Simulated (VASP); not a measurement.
The system is HfB2.

```
Hf B
1.0
     3.14000    0.00000    0.00000
    -1.57000    2.71932    0.00000
     0.00000    0.00000    3.48000
Hf B
1 2
Cartesian
  0.0000 0.0000 0.0000
  1.5700 0.9064 1.7400
  0.0000 1.8129 1.7400
```

- Program: VASP 6.6.1
- Task: relaxation of cell and atoms
- Functional: PBE
- Potentials or basis: VASP PAW PBE potentials, release 64 (Hf_pv, B)
- Cutoff: 600 eV
- k mesh: 10 × 10 × 8
- Occupations: fermi-dirac, width 0.05 eV
- Spin: no spin polarisation
- Hubbard terms: Hf d U = 4.0 eV

At the start: pressure 12.8 GPa; volume 9.90 Å³/atom.

Task: Where does the relaxation end?

Result: Over 7 steps the energy falls by 21.0 meV/atom and the volume is 10.41 Å³/atom (+5.1 %); space group P6/mmm (No. 191, to 0.05 Å).

The path:
```
step  energy change (eV)  largest force (eV/Å)  pressure (GPa)  volume (Å³)
   1              0.0000                0.0000           12.76        29.71
   2              0.0218                0.0000          -12.92        33.23
   3             -0.0606                0.0000           -0.42        31.28
   4             -0.0606                0.0000           -0.17        31.25
   5             -0.0631                0.0000            0.12        31.23
   6             -0.0631                0.0000            0.15        31.23
   7             -0.0631                0.0000            0.15        31.23
```

Final structure:
```
Hf B
1.0
     3.17517    0.00000    0.00000
    -1.58759    2.74978    0.00000
     0.00000    0.00000    3.57718
Hf B
1 2
Direct
  0.00000 0.00000 0.00000
  0.66667 0.33333 0.50000
  0.33333 0.66667 0.50000
```

Caveat: U without spin polarisation on a metal has little footing; the U is typed as a test and isn't derived for this compound.
